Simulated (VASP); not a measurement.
# PbS (zincblende type) (F-43m) in VASP: further runs, part 3 of 3

VASP 6.6.1. Earlier steps stand in the parts before.

### Step 5. Relaxation of cell and atoms, PBEsol

This run uses another cell than the first one, of 30.00 Å³/atom.

INCAR

```
SYSTEM = PbS
ALGO     = Normal         ! electronic algorithm
EDIFF    = 1E-6           ! SCF threshold, eV
EDIFFG   = -0.005         ! ionic threshold
ENCUT    = 600            ! plane-wave cutoff, eV
GGA      = PS             ! functional
IBRION   = 2              ! ionic algorithm
ISIF     = 3              ! what is computed and relaxed
ISMEAR   = -1             ! smearing method
LASPH    = .True.         ! aspherical terms in the spheres
LCHARG   = .False.        ! write CHGCAR
LREAL    = .False.        ! projectors in reciprocal space
LWAVE    = .False.        ! write WAVECAR
NELM     = 80             ! most SCF steps
NSW      = 60             ! ionic steps
PREC     = Accurate       ! precision mode
SIGMA    = 0.05           ! smearing width, eV
```

KPOINTS

```
k-points
0
Gamma
  12 12 12
  0 0 0
```

POSCAR

```
PbS
1.0
    0.0000000000      3.1072325060      3.1072325060
    3.1072325060      0.0000000000      3.1072325060
    3.1072325060      3.1072325060      0.0000000000
Pb S
1 1
Direct
    0.0000000000      0.0000000000      0.0000000000
    0.2500000000      0.2500000000      0.2500000000
```

Potentials or basis: VASP PAW PBE potentials, release 64 (Pb_d, S).

The run is started by

```sh
> cat potpaw_PBE.64/Pb_d/POTCAR potpaw_PBE.64/S/POTCAR > POTCAR
> mpirun -np 1 vasp_std > vasp.out
```

OUTCAR:

```text
SYSTEM = PbS
   EDIFF = 1E-6
   EDIFFG = -0.005
   ENCUT = 600
   GGA = PS
   IBRION = 2
   ISIF = 3
   ISMEAR = -1
   LASPH = .True.
   LREAL = .False.
   NELM = 80
   NSW = 60
   PREC = Accurate

 ion  position               nearest neighbor table
   1  0.000  0.000  0.000-   2 2.69   2 2.69   2 2.69   2 2.69
   2  0.250  0.250  0.250-   1 2.69   1 2.69   1 2.69   1 2.69

  LATTYP: Found a face centered cubic cell.
 ALAT       =     6.2144650120

  Lattice vectors:

 A1 = (   0.0000000000,   3.1072325060,   3.1072325060)
 A2 = (   3.1072325060,   0.0000000000,   3.1072325060)
 A3 = (   3.1072325060,   3.1072325060,   0.0000000000)

Analysis of symmetry for initial positions (statically):
=====================================================================
 Subroutine PRICEL returns:
 Original cell was already a primitive cell.

 Routine SETGRP: Setting up the symmetry group for a
 face centered cubic supercell.

 Subroutine GETGRP returns: Found 24 space group operations
 (whereof 24 operations were pure point group operations)
 out of a pool of 48 trial point group operations.

The static configuration has the point symmetry T_d .

Analysis of symmetry for dynamics (positions and initial velocities):
=====================================================================
 Subroutine PRICEL returns:
[... 304 lines left out ...]
  ---------------------------------------------------
  ext. energy  EPLUGINS =         0.00000000
  ---------------------------------------------------
  free energy    TOTEN  =        -8.93073631 eV

  energy without entropy =       -8.93071898  energy(sigma->0) =       -8.93072764

 E-fermi :   3.3614     XC(G=0):  -8.2494

 val. band max:        3.0276841436   @ k =  -0.2500   0.5000   0.2500
 cond. band min:       3.6572010520   @ k =   0.5000   0.5000   0.0000
 fundamental gap:      0.6295169084
 Fermi energy:         3.3614100100

 k-point     1 :       0.0000    0.0000    0.0000
  band No.  band energies     occupation
      1     -13.5933      2.00000
      2     -13.5933      2.00000
      3     -13.5933      2.00000
      4     -13.5487      2.00000
      5     -13.5487      2.00000
      6      -9.7837      2.00000
      7      -2.8931      2.00000
      8       1.1934      2.00000
      9       1.1934      2.00000
     10       1.1934      2.00000
     11       5.4320      0.00000
     12       5.4320      0.00000
     13       5.4320      0.00000
     14       8.1541      0.00000
[... 377 lines left out ...]
      1     -13.6340      2.00000
      2     -13.5793      2.00000
      3     -13.5765      2.00000
      4     -13.5464      2.00000
      5     -13.5445      2.00000
      6      -8.9019      2.00000
      7      -4.9068      2.00000
      8      -0.2182      2.00000
      9       0.5177      2.00000
     10       2.0201      2.00000
     11       5.7870      0.00000
     12       6.4848      0.00000
     13       6.5259      0.00000
     14      10.1442      0.00000

 [... further k-points ...]

------------------------ aborting loop because EDIFF is reached ----------------------------------------

  FORCE on cell =-STRESS in cart. coord.  units (eV):
  Direction    XX          YY          ZZ          XY          YZ          ZX
  --------------------------------------------------------------------------------------
  -------------------------------------------------------------------------------------
  Total        0.0029441      0.0029441      0.0029441      0.0000000      0.0000000      0.0000000
  in kB        0.0674209      0.0674209      0.0674209      0.0000000      0.0000000      0.0000000
  external PRESSURE =       0.0674209 kB  Pullay stress =       0.0000000 kB
[... 17 lines left out ...]
  FREE ENERGIE OF THE ION-ELECTRON SYSTEM (eV)
  ---------------------------------------------------
  free  energy   TOTEN  =        -8.9307363073 eV

  energy  without entropy=       -8.9307189789  energy(sigma->0) =       -8.93072764

 reached required accuracy - stopping structural energy minimisation
```

OSZICAR:

```text
N       E                     dE             d eps       ncg     rms          rms(c)
DAV:   1     0.170359573578E+03    0.17036E+03   -0.10400E+04  2016   0.160E+03
DAV:   2     0.634069183892E+01   -0.16402E+03   -0.16004E+03  2118   0.364E+02
[... 43 lines left out ...]
DAV:   1    -0.893196570844E+01   -0.12728E-02   -0.38031E-02  2454   0.358E+00    0.200E-01
DAV:   2    -0.893089385164E+01    0.10719E-02   -0.23668E-03  2478   0.876E-01    0.679E-02
DAV:   3    -0.893073062730E+01    0.16322E-03   -0.68798E-04  2484   0.474E-01    0.134E-02
DAV:   4    -0.893073377120E+01   -0.31439E-05   -0.17453E-05  2320   0.384E-02    0.736E-03
DAV:   5    -0.893073555261E+01   -0.17814E-05   -0.13034E-06  1868   0.121E-02    0.273E-03
DAV:   6    -0.893073630735E+01   -0.75474E-06   -0.33235E-07  1074   0.615E-03
   5 F= -.89307363E+01 E0= -.89307276E+01  d E =-.440463E-04
```

It took 5.5 min on 1 thread of Intel Xeon 8259CL, shared host; peak memory 0.27 GiB.

What came out:

- Free energy: -8.9307 eV
- Relaxed volume: 34.98 Å³/atom
- Relaxed cell: a = 4.625 Å, b = 4.625 Å, c = 4.625 Å, α = 60.00°, β = 60.00°, γ = 60.00°
- Space group after relaxing (to 0.1 Å): F-43m (No. 216)
- Energy gained by relaxing: 113.0 meV/atom
- Ionic steps: 5
- Pressure after relaxing: 0.0 GPa
- Band gap on the k mesh: 0.63 eV (least direct gap 1.15 eV)

The path:
```csv
step,energy change (eV),largest force (eV/Å),pressure (GPa),volume (Å³)
1,0.0000,0.0000,8.24,60.00
2,-0.1950,0.0000,-2.10,74.42
3,-0.2260,0.0000,0.05,69.93
4,-0.2259,0.0000,-0.08,70.14
5,-0.2260,0.0000,0.01,69.96
```

Final structure:
```yaml
crystal:
  lattice:
    - [0.00000, 3.27051, 3.27051]
    - [3.27051, 0.00000, 3.27051]
    - [3.27051, 3.27051, 0.00000]
  atoms:
    - { symbol: Pb, position: [0.00000, 0.00000, 0.00000] }
    - { symbol: S, position: [0.25000, 0.25000, 0.25000] }
```

Levels at points of the mesh, in eV from the valence-band top:
| k point | band 8 | band 9 | band 10 | band 11 | band 12 | band 13 |
| --- | --- | --- | --- | --- | --- | --- |
| (0.00, 0.00, 0.00) | -1.83 | -1.83 | -1.83 | 2.40 | 2.40 | 2.40 |
| (0.50, 0.00, 0.00) | -2.37 | -2.37 | -2.04 | 3.13 | 3.13 | 3.58 |
| (0.50, 0.50, 0.00) | -3.10 | -3.10 | -0.52 | 0.63 | 5.15 | 5.15 |

Caveat: the volume moved by over 15 % at a fixed basis, so the end points are rough; the PAW data sets were made with another functional, which shifts forces and pressure a little; spin-orbit coupling is left out, which moves the levels of the heavy elements. A k mesh can miss the band edges.

### Step 6. Overview

```csv
task,cell,cutoff (eV),gap on the mesh (eV),pressure (GPa)
single point,"a = 4.147 Å, angles 60.0°, 2 atoms",520,none,23.8
single point,"a = 4.295 Å, angles 60.0°, 2 atoms",520,none,13.5
single point,"a = 4.627 Å, angles 60.0°, 2 atoms",520,0.63,0.0
relaxation of cell and atoms,"relaxed from a = 4.394 Å, angles 60.0°, 2 atoms",600,0.63,0.0
```

Alike in all rows: level PBEsol; potentials or basis VASP PAW PBE potentials, release 64 (Pb_d, S); no spin polarisation; k mesh 12 × 12 × 12; smearing fermi-dirac 0.05 eV.

Caveats: the PAW data sets were made with another functional, which shifts forces and pressure a little; spin-orbit coupling is left out, which moves the levels of the heavy elements; the cell stands under pressure (at least some runs); semilocal functionals underestimate gaps, so a narrow gap can read as zero (at least some runs); the volume moved by over 15 % at a fixed basis, so the end points are rough (at least some runs).

Total energies depend on the potentials used, so only differences within one code and one set of settings carry meaning.
